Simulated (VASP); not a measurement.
Set up this calculation in VASP 6.6.1, as the native input.

* Task: single point
* Functional: PBE
* Potentials or basis: VASP PAW PBE potentials, release 64 (Lu, Al, N)
* Cutoff: 520 eV
* k mesh: 12 × 12 × 10
* Occupations: gaussian, width 0.1 eV
* Spin: no spin polarisation
* Dipole correction: no
* Further INCAR settings: ALGO = Normal; EDIFF = 1e-07; NBANDS = 43

The structure of Lu2AlN3 lies in POSCAR:

```
Lu2AlN3
1.0
    4.8442114973      0.0000000000      0.0000000000
   -2.4221057486      4.1952102180      0.0000000000
    0.0000000000      0.0000000000      4.2035488143
Lu Al N
2 1 3
Direct
    0.3333333333      0.6666666667      0.5000000000
    0.6666666667      0.3333333333      0.5000000000
    0.0000000000      0.0000000000      0.0000000000
    0.3333333333      0.6666666667      0.0000000000
    0.6666666667      0.3333333333      0.0000000000
    0.0000000000      0.0000000000      0.5000000000
```

One way to write it, as run:

INCAR

```
SYSTEM = Lu2AlN3
ALGO = Normal ; EDIFF = 1E-7
ENCUT = 520 ; GGA = PE
ISIF = 2 ; ISMEAR = 0
LASPH = .TRUE. ; LCHARG = .FALSE.
LREAL = .FALSE. ; LWAVE = .FALSE.
NBANDS = 43 ; NELM = 100
PREC = Accurate ; SIGMA = 0.1
```

KPOINTS

```
k-points
0
G
  12 12 10
  0 0 0
```

Potentials or basis: VASP PAW PBE potentials, release 64 (Lu, Al, N).

Run with:

```bash
$ cat potpaw_PBE.64/Lu/POTCAR potpaw_PBE.64/Al/POTCAR potpaw_PBE.64/N/POTCAR > POTCAR
$ mpirun -np 1 vasp_std > vasp.out
```

It gave:

The pressure is 0.6 GPa. The band gap on the k mesh is zero (band 34 reaches 4.90 eV, above the bottom of band 35 at 3.70 eV).

Caveat: spin-orbit coupling is left out, which moves the levels of the heavy elements.

Wall time 5.9 min on 1 thread of AMD EPYC 9R45 96-Core Processor (Zen 5), with other jobs on the host, peak memory 0.43 GiB.
